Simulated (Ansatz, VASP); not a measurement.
Hf3O8: VASP beside Ansatz

```xyz
11
Lattice="3.6046 0.0000 0.0000 -1.8023 3.1216 0.0000 0.0000 0.0000 25.3009" Properties=species:S:1:pos:R:3 pbc="T T T"
O     1.8023    1.0405    7.5000
O     0.0000    0.0000    8.9716
O     0.0000    2.0811   10.4431
O     1.8023    1.0405   11.9147
O     0.0000    0.0000   13.3862
O     0.0000    2.0811   14.8578
O     1.8023    1.0405   16.3293
O     0.0000    0.0000   17.8009
Hf    1.8023    1.0405    9.7073
Hf    0.0000    2.0811   12.6504
Hf    0.0000    0.0000   15.5935
```

Alike in both runs: task single point; functional PBE; k mesh 9 × 9 × 1; occupations fermi-dirac, width 0.025 eV; no spin polarisation.

|  | VASP | Ansatz |
| --- | --- | --- |
| version | VASP 6.6.1 | Ansatz 0.2.0 |
| potentials or method | VASP PAW PBE potentials, release 64 (O, Hf_pv), cutoff 520 eV | scalar-relativistic, plane waves, PAW |
| valence electrons in the cell | 78 | 126 |

VASP gave:

* gap on the k mesh at the Fermi level (eV): none
* rms of the force components (eV/Å): 0.820

Problem. Which values does Ansatz return?

Solution. gap on the k mesh at the Fermi level (eV): none; rms of the force components (eV/Å): 0.816.

A gap of «none» marks a metal or a gap that the smearing closes. With one functional, cell and mesh, what is left measures potentials, basis and numerics. VASP's potentials hold 78 valence electrons a cell and Ansatz's 126, so a difference there can come from the potentials and not from the codes.

Spin-orbit coupling is off throughout.
